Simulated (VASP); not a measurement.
Set up this calculation in VASP 6.6.1, as the native input.

```
Task                   : relaxation of cell and atoms
Functional             : LDA
Potentials or basis    : VASP PAW LDA potentials, release 64 (Te)
Cutoff                 : 600 eV
k mesh                 : 9 × 9 × 9
Occupations            : fermi-dirac, width 0.05 eV
Spin                   : no spin polarisation
Dipole correction      : no
Further INCAR settings : ALGO = Normal; EDIFF = 1e-06; IBRION = 2; EDIFFG = -0.02; NSW = 80; ISIF = 3
```

The structure of Te lies in POSCAR:

```
Te
1.0
    2.3059043400      1.3313144900      1.6909537000
   -2.3059043400      1.3313144900      1.6909537000
    0.0000000000     -2.6626289900      1.6909537000
Te
1
Direct
    0.5000000026      0.5000000026      0.5000000007
```

One way to write it, as run:

INCAR

```
SYSTEM = Te
PREC = Accurate
ENCUT = 600
EDIFF = 1E-6
ISMEAR = -1
SIGMA = 0.05
LREAL = .FALSE.
LASPH = .TRUE.
NELM = 60
ALGO = Normal
ISIF = 3
LWAVE = .FALSE.
LCHARG = .FALSE.
GGA = CA
IBRION = 2
NSW = 80
EDIFFG = -0.02
```

KPOINTS

```
Automatic mesh
0
G
  9 9 9
  0 0 0
```

Potentials or basis: VASP PAW LDA potentials, release 64 (Te).

Launch:

```bash
$ cat potpaw_LDA.64/Te/POTCAR > POTCAR
$ mpirun -np 1 vasp_std > vasp.out
```

It gave:

```
Relaxed volume                         : 30.62 Å³/atom
Relaxed cell                           : a = 3.136 Å, b = 3.136 Å, c = 3.136 Å, α = 93.88°, β = 93.88°, γ = 93.88°
Space group after relaxing (to 0.05 Å) : R-3m (No. 166)
Energy gained by relaxing              : 1.8 meV/atom
Ionic steps                            : 3
Pressure after relaxing                : 0.0 GPa
Band gap on the k mesh                 : zero (band 3 reaches 9.63 eV, above the bottom of band 4 at 4.65 eV)
```

Caveat: spin-orbit coupling is left out, which moves the levels of the heavy elements.

Run time: 22 s on 1 thread of AMD EPYC 7R13 Processor (Zen 3), on a shared host, peak memory 0.13 GiB.
